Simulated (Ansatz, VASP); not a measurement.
**One calculation of Zr3Sb4, two programs**

```
CELL_PARAMETERS angstrom
6.29021 0.00000 0.00000
0.00000 6.29021 0.00000
0.00000 0.00000 6.29021
ATOMIC_POSITIONS crystal
Zr 0.00000 0.00000 0.50000
Zr 0.50000 0.00000 0.00000
Zr 0.00000 0.50000 0.00000
Sb 0.27444 0.72556 0.27444
Sb 0.72556 0.27444 0.27444
Sb 0.27444 0.27444 0.72556
Sb 0.72556 0.72556 0.72556
```

Change from the starting cell: species swapped into the Sn3As4 type (P-43m, No. 215).

Alike in both runs: functional PBE; k mesh 4 × 4 × 4; occupations gaussian, width 0.02 eV; no spin polarisation.

Ansatz relaxed the structure, and its values are those at the end. VASP's run is a single point on that final structure, the one shown.

|  | VASP | Ansatz |
| --- | --- | --- |
| version | VASP 6.6.1 | Ansatz 0.2.0 |
| potentials or method | VASP PAW PBE potentials, release 64 (Zr_sv, Sb), cutoff 520 eV | scalar-relativistic, plane waves, PAW |
| valence electrons in the cell | 56 | 96 |

|  | VASP | Ansatz | Ansatz less VASP |
| --- | --- | --- | --- |
| gap on the k mesh at the Fermi level (eV) | 0.70 | 0.71 | +0.009 |
| least direct gap on the mesh (eV) | 0.77 | 0.78 | +0.008 |
| pressure (GPa) | 0.0 | 0.0 | -0.03 |
| rms of the force components (eV/Å) | 0.006 | 0.000 | -0.0054 |

With one functional, cell and mesh, what is left measures potentials, basis and numerics. VASP's potentials hold 56 valence electrons a cell and Ansatz's 96, so a difference there can come from the potentials and not from the codes.

Neither program's run includes spin-orbit coupling.
